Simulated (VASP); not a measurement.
# Pt in VASP: a series of runs, part 2 of 2

VASP 6.6.1. The steps go on from the part before.

## (3) Single point, PBE

This run uses another cell than the first one.

File INCAR:

```
SYSTEM = Pt
  ALGO = Normal
  DIPOL = 0.5 0.5 0.294
  EDIFF = 1E-7
  ENCUT = 520
  GGA = PE
  IDIPOL = 3
  ISIF = 2
  ISMEAR = 0
  LASPH = .True.
  LCHARG = .True.
  LDIPOL = .True.
  LELF = .True.
  LREAL = .False.
  LVACPOTAV = .True.
  LVHAR = .True.
  LWAVE = .False.
  NBANDS = 11
  NELM = 80
  PREC = Accurate
  SIGMA = 0.1
```

File KPOINTS:

```
k-points
0
Gamma
  22 22 1
  0 0 0
```

File POSCAR:

```
Pt
1.0
    2.5230809495      0.0000000000      0.0000000000
    0.0000000000      2.5230809495      0.0000000000
    0.0000000000      0.0000000000     23.8000000000
Pt
1
Direct
    0.0000000000      0.0000000000      0.2941176471
```

Potentials or basis: VASP PAW PBE potentials, release 64 (Pt).

Started as:

```bash
$ cat potpaw_PBE.64/Pt/POTCAR > POTCAR
$ mpirun -np 1 vasp_std > vasp.out
```

OUTCAR:

```text
SYSTEM = Pt
   EDIFF = 1E-7
   ENCUT = 520
   GGA = PE
   ISIF = 2
   ISMEAR = 0
   LASPH = .True.
   LREAL = .False.
   NELM = 80
   PREC = Accurate

 ion  position               nearest neighbor table
   1  0.000  0.000  0.294-

  LATTYP: Found a simple tetragonal cell.
 ALAT       =     2.5230809495
 C/A-ratio  =     9.4329117759

  Lattice vectors:

 A1 = (   2.5230809495,   0.0000000000,   0.0000000000)
 A2 = (   0.0000000000,   2.5230809495,   0.0000000000)
 A3 = (   0.0000000000,   0.0000000000,  23.8000000000)

Analysis of symmetry for initial positions (statically):
=====================================================================
 Subroutine PRICEL returns:
 Original cell was already a primitive cell.

 Routine SETGRP: Setting up the symmetry group for a
 simple tetragonal supercell.

 Subroutine GETGRP returns: Found 16 space group operations
 (whereof  8 operations were pure point group operations)
 out of a pool of 16 trial point group operations.

The static configuration has the point symmetry C_4v.
 The point group associated with its full space group is D_4h.
[... 175 lines left out ...]
      4      -4.4905      0.76408
      5      -4.4905      0.76408
      6      -3.5767      0.00000
      7      -2.7289      0.00000
      8       1.4093      0.00000
      9       1.8052      0.00000
     10       1.8953      0.00000
     11       2.7201      0.00000
[... 309 lines left out ...]
 k-point    24 :       0.0909    0.0909    0.0000
  band No.  band energies     occupation
      1     -11.0086      2.00000
      2      -9.9722      2.00000
      3      -6.5697      2.00000
      4      -5.3233      2.00000
      5      -4.7701      1.99974
      6      -4.0639      0.00000
      7      -1.6340      0.00000
      8       1.7837      0.00000
      9       2.2246      0.00000
     10       2.2801      0.00000
     11       3.1464      0.00000

 [... further k-points ...]

------------------------ aborting loop because EDIFF is reached ----------------------------------------

 vacuum level on the upper side and lower side of the slab       (xc-potential included)        -0.086        -0.087

  FORCE on cell =-STRESS in cart. coord.  units (eV):
  Direction    XX          YY          ZZ          XY          YZ          ZX
  --------------------------------------------------------------------------------------
  -------------------------------------------------------------------------------------
  Total       -0.0756853     -0.0756853     -0.0123518      0.0000000      0.0000000      0.0000000
  in kB       -0.8003553     -0.8003553     -0.1306171      0.0000000      0.0000000      0.0000000
  external PRESSURE =      -0.5771093 kB  Pullay stress =       0.0000000 kB

 VOLUME and BASIS-vectors are now :
 -----------------------------------------------------------------------------
  energy-cutoff  :      520.00
  volume of cell :      151.51
      direct lattice vectors                 reciprocal lattice vectors
     2.523080950  0.000000000  0.000000000     0.396340831  0.000000000  0.000000000
     0.000000000  2.523080950  0.000000000     0.000000000  0.396340831  0.000000000
     0.000000000  0.000000000 23.800000000     0.000000000  0.000000000  0.042016807

 POSITION                                       TOTAL-FORCE (eV/Angst)
 -----------------------------------------------------------------------------------
      0.00000      0.00000      7.00000        -0.000000      0.000000      0.000000
 -----------------------------------------------------------------------------------
    total drift:                                0.000000     -0.000000      0.000005

  FREE ENERGIE OF THE ION-ELECTRON SYSTEM (eV)
  ---------------------------------------------------
  free  energy   TOTEN  =        -4.7617820173 eV

  energy  without entropy=       -4.7494526453  energy(sigma->0) =       -4.75561733

 vacuum level on the upper side and lower side of the slab         1.697         1.697
```

OSZICAR:

```text
N       E                     dE             d eps       ncg     rms          rms(c)
DAV:   1     0.624262076147E+02    0.62426E+02   -0.33051E+03  1716   0.637E+02
DAV:   2    -0.241789199626E+01   -0.64844E+02   -0.56833E+02  2713   0.108E+02
DAV:   3    -0.508309049664E+01   -0.26652E+01   -0.25713E+01  2232   0.291E+01
[... 11 lines left out ...]
DAV:  15    -0.476178077418E+01   -0.18570E-05   -0.61923E-08  1956   0.116E-03    0.150E-04
DAV:  16    -0.476178152077E+01   -0.74659E-06   -0.10812E-08  1827   0.292E-04    0.521E-05
DAV:  17    -0.476178181501E+01   -0.29424E-06   -0.22163E-09  1980   0.138E-04    0.447E-05
DAV:  18    -0.476178199922E+01   -0.18421E-06   -0.43994E-09  1809   0.170E-04    0.310E-05
DAV:  19    -0.476178201726E+01   -0.18045E-07   -0.12110E-10  1774   0.429E-05
   1 F= -.47617820E+01 E0= -.47556173E+01  d E =-.123294E-01
```

Run time: 64 s. Hardware: 1 thread of AMD EPYC 9R45 (Zen 5), shared host; peak memory 0.29 GiB.

What came out:

```yaml
Free_energy: -4.7618 eV
Band_gap_on_the_k_mesh: zero (bands 5 and 6 overlap by 3.71 eV)
Work_function_of_the_upper_face: 6.21 eV
Work_function_of_the_lower_face: 6.21 eV
```

Caveat: spin-orbit coupling is left out, which moves the levels of the heavy elements.

## (4) Single point, PBE

File INCAR:

```
PREC = Accurate ; ENCUT = 520
EDIFF = 1E-6 ; ISMEAR = 0
SIGMA = 0.1 ; LREAL = False
LASPH = True ; NELM = 60
ALGO = Normal ; ISIF = 2
LWAVE = False ; LCHARG = False
LDIPOL = True ; IDIPOL = 3
DIPOL = 0.5 0.5 0.294 ; GGA = PE
NBANDS = 11
```

File KPOINTS:

```
Automatic mesh
0
Gamma
  22 22 1
```

File POSCAR:

```
Pt
1.0
    2.5280924489      0.0000000000      0.0000000000
    0.0000000000      2.5280924489      0.0000000000
    0.0000000000      0.0000000000     23.8000000000
Pt
1
Direct
    0.0000000000      0.0000000000      0.2941176471
```

Potentials or basis: VASP PAW PBE potentials, release 64 (Pt).

Started as:

```bash
$ cat potpaw_PBE.64/Pt/POTCAR > POTCAR
$ mpirun -np 1 vasp_std > vasp.out
```

OUTCAR:

```text
PREC = Accurate
   ENCUT = 520
   EDIFF = 1E-6
   ISMEAR = 0
   LREAL = False
   LASPH = True
   NELM = 60
   ISIF = 2
   GGA = PE

 ion  position               nearest neighbor table
   1  0.000  0.000  0.294-

  LATTYP: Found a simple tetragonal cell.
 ALAT       =     2.5280924489
 C/A-ratio  =     9.4142126845

  Lattice vectors:

 A1 = (   2.5280924489,   0.0000000000,   0.0000000000)
 A2 = (   0.0000000000,   2.5280924489,   0.0000000000)
 A3 = (   0.0000000000,   0.0000000000,  23.8000000000)

Analysis of symmetry for initial positions (statically):
=====================================================================
 Subroutine PRICEL returns:
 Original cell was already a primitive cell.

 Routine SETGRP: Setting up the symmetry group for a
 simple tetragonal supercell.

 Subroutine GETGRP returns: Found 16 space group operations
 (whereof  8 operations were pure point group operations)
 out of a pool of 16 trial point group operations.

The static configuration has the point symmetry C_4v.
 The point group associated with its full space group is D_4h.

[... 174 lines left out ...]
      4      -4.5050      0.76850
      5      -4.5050      0.76850
      6      -3.6028      0.00000
      7      -2.7222      0.00000
      8       1.3940      0.00000
      9       1.7947      0.00000
     10       1.8328      0.00000
     11       2.7161      0.00000
[... 309 lines left out ...]
 k-point    24 :       0.0909    0.0909    0.0000
  band No.  band energies     occupation
      1     -10.9811      2.00000
      2      -9.9413      2.00000
      3      -6.5599      2.00000
      4      -5.3257      2.00000
      5      -4.7815      1.99970
      6      -4.0845      0.00000
      7      -1.6386      0.00000
      8       1.7674      0.00000
      9       2.2127      0.00000
     10       2.2162      0.00000
     11       3.1393      0.00000

 [... further k-points ...]

------------------------ aborting loop because EDIFF is reached ----------------------------------------

 vacuum level on the upper side and lower side of the slab       (xc-potential included)        -0.209        -0.214

  FORCE on cell =-STRESS in cart. coord.  units (eV):
  Direction    XX          YY          ZZ          XY          YZ          ZX
  --------------------------------------------------------------------------------------
  -------------------------------------------------------------------------------------
  Total       -0.2180497     -0.2180497     -0.0122489      0.0000000      0.0000000      0.0000000
  in kB       -2.2966947     -2.2966947     -0.1290166      0.0000000      0.0000000      0.0000000
  external PRESSURE =      -1.5741353 kB  Pullay stress =       0.0000000 kB

 VOLUME and BASIS-vectors are now :
 -----------------------------------------------------------------------------
  energy-cutoff  :      520.00
  volume of cell :      152.11
      direct lattice vectors                 reciprocal lattice vectors
     2.528092449  0.000000000  0.000000000     0.395555155  0.000000000  0.000000000
     0.000000000  2.528092449  0.000000000     0.000000000  0.395555155  0.000000000
     0.000000000  0.000000000 23.800000000     0.000000000  0.000000000  0.042016807

 POSITION                                       TOTAL-FORCE (eV/Angst)
 -----------------------------------------------------------------------------------
      0.00000      0.00000      7.00000         0.000000      0.000000      0.000000
 -----------------------------------------------------------------------------------
    total drift:                               -0.000000     -0.000000     -0.000070

  FREE ENERGIE OF THE ION-ELECTRON SYSTEM (eV)
  ---------------------------------------------------
  free  energy   TOTEN  =        -4.7612406055 eV

  energy  without entropy=       -4.7488415116  energy(sigma->0) =       -4.75504106

 vacuum level on the upper side and lower side of the slab         1.519         1.518
```

Wall time 52 s (1 thread of AMD EPYC 9R45 (Zen 5), shared host); peak memory 0.29 GiB.

What came out:

```
Free energy            : -4.7612 eV
Band gap on the k mesh : zero (bands 5 and 6 overlap by 3.67 eV)
```

Levels at points of the mesh, in eV from the Fermi level:
```csv
k point,band 2,band 3,band 4,band 5,band 6,band 7,band 8,band 9
"(0.00, 0.00, 0.00)",-5.82,-2.21,0.02,0.02,0.92,1.80,5.92,6.32
"(0.50, 0.00, 0.00)",-3.80,-1.54,-0.86,0.39,1.93,6.30,7.46,10.76
"(0.50, 0.50, 0.00)",-2.87,-2.87,-0.15,2.84,7.83,7.83,12.53,12.92
```

Caveat: spin-orbit coupling is left out, which moves the levels of the heavy elements.

## (5) Overview

| cell | k mesh | gap on the mesh (eV) |
| --- | --- | --- |
| a = 2.528, b = 2.528, c = 23.800 Å, 1 atom | 6 × 6 × 1 | none |
| a = 2.523, b = 2.523, c = 23.800 Å, 1 atom | 22 × 22 × 1 | none |
| a = 2.528, b = 2.528, c = 23.800 Å, 1 atom | 22 × 22 × 1 | none |

Alike in all rows: task single point; level PBE; potentials or basis VASP PAW PBE potentials, release 64 (Pt); no spin polarisation; cutoff (eV) 520; smearing gaussian 0.1 eV.

Caveats: some runs use coarse meshes; spin-orbit coupling is left out, which moves the levels of the heavy elements.

Absolute energies hang on the potentials; compare differences alone.
